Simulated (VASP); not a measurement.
Input of a VASP 6.6.1 run:

Contents of INCAR:

```
PREC = Accurate ; ENCUT = 520
EDIFF = 1E-7 ; ISMEAR = -1
SIGMA = 0.1 ; LREAL = False
LASPH = True ; NELM = 60
ALGO = Normal ; ISIF = 2
LWAVE = False ; LCHARG = True
GGA = PE ; LELF = True
LVHAR = True ; NBANDS = 21
```

KPOINTS

```
regular mesh
0
Gamma
  12 8 12
```

File POSCAR:

```
Pb
1.0
   -2.5197432836      2.5197432836      0.0000000000
    0.0000000000      0.0000000000      5.0394865671
    2.5197432836      2.5197432836      0.0000000000
Pb
2
Direct
    0.0000000000      0.0000000000      0.0000000000
    0.5000000000      0.5000000000      0.5000000000
```

Potentials or basis: VASP PAW PBE potentials, release 64 (Pb_d).

The run is started by

```console
$ cat potpaw_PBE.64/Pb_d/POTCAR > POTCAR
$ mpirun -np 1 vasp_std > vasp.out
```

(1) What does it give for the pressure?

(2) Estimate the band gap on the k mesh.

## Answers

(1) 0.0 GPa.

(2) zero (bands 14 and 15 overlap by 4.30 eV).

Caveat: spin-orbit coupling is left out, which moves the levels of the heavy elements.
